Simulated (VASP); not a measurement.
A run of VASP 6.6.1 is set up as follows.

Contents of INCAR:

```
SYSTEM = HfSi4
ALGO = Normal ; EDIFF = 1E-6
ENCUT = 520 ; GGA = PE
ISIF = 2 ; ISMEAR = 0
LASPH = .TRUE. ; LCHARG = .FALSE.
LREAL = .FALSE. ; LWAVE = .FALSE.
NBANDS = 21 ; NELM = 100
PREC = Accurate ; SIGMA = 0.1
```

KPOINTS

```
k-points
0
G
  4 4 4
  0 0 0
```

Contents of POSCAR:

```
HfSi4
1.0
    5.7669985768      0.0000000000      0.0000000000
    0.0000000000      5.7669985768      0.0000000000
    0.0000000000      0.0000000000      4.3259376760
Hf Si
1 4
Direct
    0.5000000000      0.5000000000      0.7503426174
    0.7929021478      0.5000000000      0.2503399657
    0.2070978522      0.5000000000      0.2503399657
    0.5000000000      0.7929021478      0.2503399657
    0.5000000000      0.2070978522      0.2503399657
```

Potentials or basis: VASP PAW PBE potentials, release 64 (Hf_pv, Si).

The run is started by

```console
$ cat potpaw_PBE.64/Hf_pv/POTCAR potpaw_PBE.64/Si/POTCAR > POTCAR
$ mpirun -np 1 vasp_std > vasp.out
```

Q: Estimate the largest force.

A: 0.012 eV/Å.

Q: Estimate the band gap on the k mesh.

A: Zero (bands 13 and 14 overlap by 1.09 eV).

Q: Predict the pressure.

A: 0.2 GPa.

Forces in eV/Å, atoms in the order of the input:
```
Hf   0.000  0.000  0.000
Si  -0.012  0.000  0.000
Si   0.012  0.000  0.000
Si   0.000 -0.012  0.000
Si   0.000  0.012  0.000
```

Caveat: the k points lie up to 0.36 Å⁻¹ apart, too coarse for converged energies and pressures of a metal; spin-orbit coupling is left out, which moves the levels of the heavy elements.
